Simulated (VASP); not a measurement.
# Mo3N4 (Pm-3m) in VASP: further runs, part 2 of 2

VASP 6.6.1.

### Step 3. Electric field gradients, PBEsol

INCAR reads:

```
SYSTEM = Mo3N4
ALGO = Normal
EDIFF = 1E-8
ENCUT = 520
GGA = PS
ISIF = 2
ISMEAR = -1
LASPH = .True.
LCHARG = .False.
LEFG = .True.
LREAL = .False.
LWAVE = .False.
NBANDS = 40
NELM = 100
PREC = Accurate
SIGMA = 0.15
```

KPOINTS reads:

```
k-points
0
Gamma
  8 8 8
  0 0 0
```

POSCAR reads:

```
Mo3N4
1.0
    4.1657145949      0.0000000000      0.0000000000
    0.0000000000      4.1657145949      0.0000000000
    0.0000000000      0.0000000000      4.1657145949
Mo N
3 4
Direct
    0.5000000000      0.5000000000      0.0000000000
    0.0000000000      0.5000000000      0.5000000000
    0.5000000000      0.0000000000      0.5000000000
    0.5000000000      0.5000000000      0.5000000000
    0.5000000000      0.0000000000      0.0000000000
    0.0000000000      0.5000000000      0.0000000000
    0.0000000000      0.0000000000      0.5000000000
```

Potentials or basis: VASP PAW PBE potentials, release 64 (Mo_sv, N).

The run is started by

```sh
> cat potpaw_PBE.64/Mo_sv/POTCAR potpaw_PBE.64/N/POTCAR > POTCAR
> mpirun -np 1 vasp_std > vasp.out
```

OUTCAR:

```text
SYSTEM = Mo3N4
   EDIFF = 1E-8
   ENCUT = 520
   GGA = PS
   ISIF = 2
   ISMEAR = -1
   LASPH = .True.
   LREAL = .False.
   NELM = 100
   PREC = Accurate

 ion  position               nearest neighbor table
   1  0.500  0.500  0.000-   4 2.08   5 2.08   6 2.08   4 2.08   5 2.08   6 2.08   3 2.95   3 2.95
                             3 2.95   2 2.95   3 2.95   2 2.95   2 2.95   2 2.95
   2  0.000  0.500  0.500-   4 2.08   6 2.08   7 2.08   6 2.08   7 2.08   4 2.08   3 2.95   3 2.95
                             1 2.95   1 2.95   3 2.95   1 2.95   1 2.95   3 2.95
   3  0.500  0.000  0.500-   4 2.08   5 2.08   7 2.08   5 2.08   4 2.08   7 2.08   2 2.95   1 2.95
                             2 2.95   1 2.95   1 2.95   2 2.95   1 2.95   2 2.95
   4  0.500  0.500  0.500-   1 2.08   2 2.08   3 2.08   1 2.08   3 2.08   2 2.08
   5  0.500  0.000  0.000-   1 2.08   3 2.08   3 2.08   1 2.08
   6  0.000  0.500  0.000-   1 2.08   2 2.08   2 2.08   1 2.08
   7  0.000  0.000  0.500-   2 2.08   3 2.08   2 2.08   3 2.08

  LATTYP: Found a simple cubic cell.
 ALAT       =     4.1657145949

  Lattice vectors:

 A1 = (   4.1657145949,   0.0000000000,   0.0000000000)
 A2 = (   0.0000000000,   4.1657145949,   0.0000000000)
 A3 = (   0.0000000000,   0.0000000000,   4.1657145949)

Analysis of symmetry for initial positions (statically):
=====================================================================
 Subroutine PRICEL returns:
 Original cell was already a primitive cell.

 Routine SETGRP: Setting up the symmetry group for a
 simple cubic supercell.

 Subroutine GETGRP returns: Found 48 space group operations
 (whereof 48 operations were pure point group operations)
 out of a pool of 48 trial point group operations.

The static configuration has the point symmetry O_h .

Analysis of symmetry for dynamics (positions and initial velocities):
=====================================================================
 Subroutine PRICEL returns:
 Original cell was already a primitive cell.

 Routine SETGRP: Setting up the symmetry group for a
 simple cubic supercell.

 Subroutine GETGRP returns: Found 48 space group operations
 (whereof 48 operations were pure point group operations)
 out of a pool of 48 trial point group operations.

The dynamic configuration has the point symmetry O_h .

 Subroutine INISYM returns: Found 48 space group operations
 (whereof 48 operations are pure point group operations),
 and found     1 'primitive' translations

----------------------------------------------------------------------------------------

                                     Primitive cell

  volume of cell :      72.2884

  direct lattice vectors                    reciprocal lattice vectors
     4.165714595  0.000000000  0.000000000     0.240054852  0.000000000  0.000000000
     0.000000000  4.165714595  0.000000000     0.000000000  0.240054852  0.000000000
     0.000000000  0.000000000  4.165714595     0.000000000  0.000000000  0.240054852

  length of vectors
     4.165714595  4.165714595  4.165714595     0.240054852  0.240054852  0.240054852

  position of ions in fractional coordinates (direct lattice)
     0.500000000  0.500000000  0.000000000
[... 119 lines left out ...]
 non-spin polarized calculation
  energy-cutoff  :      520.00
  volume of cell :       72.29
 maximum number of plane-waves:      1964
 NGX is ok and might be reduce to    32
   NGX = 15   NGY = 15   NGZ = 15

 number of electron      61.9999986 magnetization

 Free energy of the ion-electron system (eV)
  ---------------------------------------------------
  ext. energy  EPLUGINS =         0.00000000
  ---------------------------------------------------
  free energy    TOTEN  =       -72.08707822 eV

  energy without entropy =      -71.81557718  energy(sigma->0) =      -71.95132770

 E-fermi :  11.1531     XC(G=0): -13.1998

 val. band max:       11.1419544023   @ k =   0.5000   0.2500   0.1250
 cond. band min:      11.1547187792   @ k =   0.1250   0.1250   0.0000
 fundamental gap:      0.0127643769
 Fermi energy:        11.1530914163

 k-point     1 :       0.0000    0.0000    0.0000
  band No.  band energies     occupation
      1     -51.2273      2.00000
      2     -51.0699      2.00000
      3     -51.0699      2.00000
      4     -25.7549      2.00000
      5     -25.7549      2.00000
      6     -25.7549      2.00000
[... 1021 lines left out ...]
     39      15.2121      0.00000
     40      15.3137      0.00000

 [... further k-points ...]

------------------------ aborting loop because EDIFF is reached ----------------------------------------

  FORCE on cell =-STRESS in cart. coord.  units (eV):
  Direction    XX          YY          ZZ          XY          YZ          ZX
  --------------------------------------------------------------------------------------
  -------------------------------------------------------------------------------------
  Total        0.2066665      0.2066665      0.2066665     -0.0000000     -0.0000000      0.0000000
  in kB        4.5804912      4.5804912      4.5804912     -0.0000000     -0.0000000      0.0000000
  external PRESSURE =       4.5804912 kB  Pullay stress =       0.0000000 kB

 VOLUME and BASIS-vectors are now :
 -----------------------------------------------------------------------------
  energy-cutoff  :      520.00
  volume of cell :       72.29
      direct lattice vectors                 reciprocal lattice vectors
     4.165714595  0.000000000  0.000000000     0.240054852  0.000000000  0.000000000
     0.000000000  4.165714595  0.000000000     0.000000000  0.240054852  0.000000000
     0.000000000  0.000000000  4.165714595     0.000000000  0.000000000  0.240054852

 POSITION                                       TOTAL-FORCE (eV/Angst)
 -----------------------------------------------------------------------------------
      2.08286      2.08286      0.00000         0.000000      0.000000      0.000000
      0.00000      2.08286      2.08286         0.000000      0.000000      0.000000
      2.08286      0.00000      2.08286         0.000000      0.000000      0.000000
      2.08286      2.08286      2.08286         0.000000      0.000000      0.000000
      2.08286      0.00000      0.00000         0.000000      0.000000      0.000000
      0.00000      2.08286      0.00000         0.000000      0.000000      0.000000
      0.00000      0.00000      2.08286         0.000000      0.000000      0.000000
 -----------------------------------------------------------------------------------
    total drift:                                0.000000     -0.000000     -0.000000

  FREE ENERGIE OF THE ION-ELECTRON SYSTEM (eV)
  ---------------------------------------------------
  free  energy   TOTEN  =       -72.0870782201 eV

  energy  without entropy=      -71.8155771758  energy(sigma->0) =      -71.95132770

 Electric field gradients (V/A^2)
---------------------------------------------------------------------
 ion       V_xx      V_yy      V_zz      V_xy      V_xz      V_yz
---------------------------------------------------------------------
   1     -27.760   -27.760    55.520    -0.000     0.000     0.000
   2      55.520   -27.760   -27.760     0.000    -0.000     0.000
   3     -27.760    55.520   -27.760    -0.000     0.000    -0.000
   4      -0.000     0.000     0.000    -0.000     0.000    -0.000
   5       6.623    -3.312    -3.312    -0.000     0.000    -0.000
   6      -3.312     6.623    -3.312    -0.000     0.000     0.000
   7      -3.312    -3.312     6.623     0.000     0.000     0.000
---------------------------------------------------------------------

 Electric field gradients after diagonalization (V/A^2)
 (convention: |V_zz| > |V_xx| > |V_yy|)
----------------------------------------------------------------------
 ion       V_xx      V_yy      V_zz     asymmetry (V_yy - V_xx)/ V_zz
----------------------------------------------------------------------
   1     -27.760   -27.760    55.520       0.000
   2     -27.760   -27.760    55.520       0.000
   3     -27.760   -27.760    55.520       0.000
   4      -0.000     0.000     0.000       0.043
   5      -3.312    -3.312     6.623       0.000
   6      -3.312    -3.312     6.623       0.000
   7      -3.312    -3.312     6.623       0.000
----------------------------------------------------------------------

           NMR quadrupolar parameters

 Cq : quadrupolar parameter    Cq=e*Q*V_zz/h
 eta: asymmetry parameters     (V_yy - V_xx)/ V_zz
 Q  : nuclear electric quadrupole moment in mb (millibarn)
----------------------------------------------------------------------
 ion       Cq(MHz)       eta       Q (mb)
----------------------------------------------------------------------
   1       0.134       0.000       1.000
   2       0.134       0.000       1.000
   3       0.134       0.000       1.000
   4       0.000       0.043       1.000
   5       0.016       0.000       1.000
   6       0.016       0.000       1.000
   7       0.016       0.000       1.000
----------------------------------------------------------------------
```

Run time: 84 s. Hardware: 1 thread of Intel Xeon Platinum 8488C (Sapphire Rapids), shared host; peak memory 0.21 GiB.

Results:

```yaml
Free_energy: -72.0871 eV
Pressure: 0.5 GPa
Band_gap_on_the_k_mesh: zero (bands 31 and 32 overlap by 1.96 eV)
Largest_electric_field_gradient_by_atom: Mo +55.5; N -0.0, +6.6 (each value once) V/Å²
```

Levels at points of the mesh, in eV from the Fermi level:
```tsv
k point	band 29	band 30	band 31	band 32	band 33	band 34
(0.00, 0.00, 0.00)	-1.55	-1.55	-1.55	-0.86	-0.86	-0.86
(0.50, 0.00, 0.00)	-2.82	-1.54	-0.26	0.09	0.09	0.37
(0.50, 0.50, 0.00)	-0.62	0.10	0.57	0.65	0.65	1.00
(0.50, 0.50, 0.50)	0.77	0.77	0.77	1.66	1.66	1.66
```

Electric field gradients, principal values (V/Å²):
| atom | least | middle | greatest (by size) |
| --- | --- | --- | --- |
| 1 Mo | -27.760 | -27.760 | 55.520 |
| 2 Mo | -27.760 | -27.760 | 55.520 |
| 3 Mo | -27.760 | -27.760 | 55.520 |
| 4 N | 0.000 | 0.000 | 0.000 |
| 5 N | -3.312 | -3.312 | 6.623 |
| 6 N | -3.312 | -3.312 | 6.623 |
| 7 N | -3.312 | -3.312 | 6.623 |

Caveat: without QUAD_EFG the Cq values of the log hold for a quadrupole moment of 1 mb, not for the nuclei; the PAW data sets were made with another functional, which shifts forces and pressure a little.
